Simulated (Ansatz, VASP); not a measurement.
## One calculation of Al, two programs

File INCAR:

```
PREC = Accurate
ENCUT = 520
EDIFF = 1E-6
ISMEAR = -1
SIGMA = 0.05
LREAL = F
LASPH = T
NELM = 80
ALGO = Normal
ISIF = 2
LWAVE = F
LCHARG = T
GGA = PS
LELF = T
LVHAR = T
NBANDS = 8
```

The input KPOINTS:

```
regular mesh
0
Gamma
  8 8 8
```

The input POSCAR:

```
Al
1.0
   -1.6092573370      1.6092573370      1.6092573370
    1.6092573370     -1.6092573370      1.6092573370
    1.6092573370      1.6092573370     -1.6092573370
Al
1
Direct
    0.0000000000      0.0000000000      0.0000000000
```

Input for Ansatz:

```yaml
crystal:
  lattice:
    - [-1.6092573370045014, 1.6092573370045011, 1.6092573370045011]
    - [1.6092573370045014, -1.6092573370045011, 1.6092573370045011]
    - [1.6092573370045014, 1.6092573370045011, -1.6092573370045011]
  atoms:
    - { symbol: Al, position: [7.179374247740261e-36, -4.3076245486441555e-34, -3.948655836257142e-34] }
kpoints:
  mp_grid:
    grid: [8, 8, 8]
hamiltonian:
  xc: pbesol
scf:
  occupations:
    method: fermi_dirac
    width: 0.05
output:
  forces: true
  stress: true
```

Alike in both runs: task single point; functional PBEsol; k mesh 8 × 8 × 8; occupations fermi-dirac, width 0.05 eV; no spin polarisation.

|  | VASP | Ansatz |
| --- | --- | --- |
| version | VASP 6.6.1 | Ansatz 0.2.0 |
| potentials or method | VASP PAW PBE potentials, release 64 (Al) | plane waves, PAW |
| plane-wave cutoff (eV) | 520 | 420 |
| valence electrons in the cell | 3 | 3 |

|  | VASP | Ansatz | Ansatz less VASP |
| --- | --- | --- | --- |
| pressure (GPa) | 0.1 | 0.0 | -0.06 |

VASP's potentials were made for PBE, not for PBEsol. The functional is the same, so the differences come from potentials, cutoffs and numerics.
